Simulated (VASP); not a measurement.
A run of VASP 6.6.1:

Contents of INCAR:

```
SYSTEM = Al
PREC     = Accurate       ! precision mode
ENCUT    = 500            ! plane-wave cutoff, eV
EDIFF    = 1E-6           ! SCF threshold, eV
ISMEAR   = -1             ! smearing method
SIGMA    = 0.15           ! smearing width, eV
LREAL    = .False.        ! projectors in reciprocal space
LASPH    = .True.         ! aspherical terms in the spheres
NELM     = 120            ! most SCF steps
ALGO     = Normal         ! electronic algorithm
ISIF     = 2              ! what is computed and relaxed
LWAVE    = .False.        ! write WAVECAR
LCHARG   = .False.        ! write CHGCAR
NBANDS   = 8              ! bands
GGA_COMPAT= .False.
```

KPOINTS

```
Automatic mesh
0
Gamma
  16 16 16
  0 0 0
```

POSCAR

```
Al
1.0
   -1.5946483446      1.5946483446      1.5946483446
    1.5946483446     -1.5946483446      1.5946483446
    1.5946483446      1.5946483446     -1.5946483446
Al
1
Direct
    0.0000000000      0.0000000000      0.0000000000
```

Potentials or basis: VASP PAW LDA potentials, release 64 (Al).

The run is started by

```sh
$ cat potpaw_LDA.64/Al/POTCAR > POTCAR
$ mpirun -np 1 vasp_std > vasp.out
```

Hardware: 1 thread of Intel(R) Xeon(R) Platinum 8259CL CPU @ 2.50GHz (Skylake/Cascade Lake), on a shared host.

**Question.** Estimate the wall time of this run.

**Answer.** Wall time 9 s on 1 thread of Intel(R) Xeon(R) Platinum 8259CL CPU @ 2.50GHz (Skylake/Cascade Lake) (shared host), peak memory 0.12 GiB. Counts: scf iterations 9, k points 145.
